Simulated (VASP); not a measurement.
# SiC: single point with PBE

System: SiC, a slab with vacuum.

```xyz
4
Lattice="3.0919 0.0000 0.0000 0.0000 5.0743 0.0000 0.0000 0.0000 16.8926" Properties=species:S:1:pos:R:3 pbc="T T T"
Si    2.3189    2.9445    8.4885
Si    0.7730    0.4074    8.4040
C     2.3189    4.6669    8.2872
C     0.7730    2.1297    8.6054
```

| Item | Value |
| --- | --- |
| Program | VASP 6.6.1 |
| Task | single point |
| Functional | PBE |
| Potentials or basis | VASP PAW PBE potentials, release 64 (Si, C) |
| Cutoff | 520 eV |
| k mesh | 8 × 5 × 1 |
| Occupations | fermi-dirac, width 0.02 eV |
| Spin | no spin polarisation |
| Dipole correction | yes |
| Electric field (eV/Å) | -0.5 eV/Å |
| Further INCAR settings | ALGO = Normal; EDIFF = 1e-06; NBANDS = 16; EFIELD = -0.5 |

```json
{"Largest force": "0.127 eV/Å", "Band gap on the k mesh": "2.78 eV (least direct gap 2.93 eV)"}
```

Forces on the atoms (eV/Å):
```
Si   0.000 -0.017  0.125
Si   0.000  0.025  0.116
C    0.000 -0.001 -0.118
C    0.000 -0.007 -0.123
```

Levels at points of the mesh, in eV from the valence-band top:
```
           k point  band 5  band 6  band 7  band 8  band 9  band 10  band 11  band 12
(0.00, 0.00, 0.00)   -3.14   -1.36   -1.01   -0.35    2.91     3.22     3.60     3.71
(0.50, 0.00, 0.00)   -4.48   -4.47   -0.95   -0.92    3.67     3.69     6.50     6.55
```

It took 56 s on 1 thread of Intel(R) Xeon(R) 6975P-C (Granite Rapids), with other jobs on the host, peak memory 0.34 GiB.
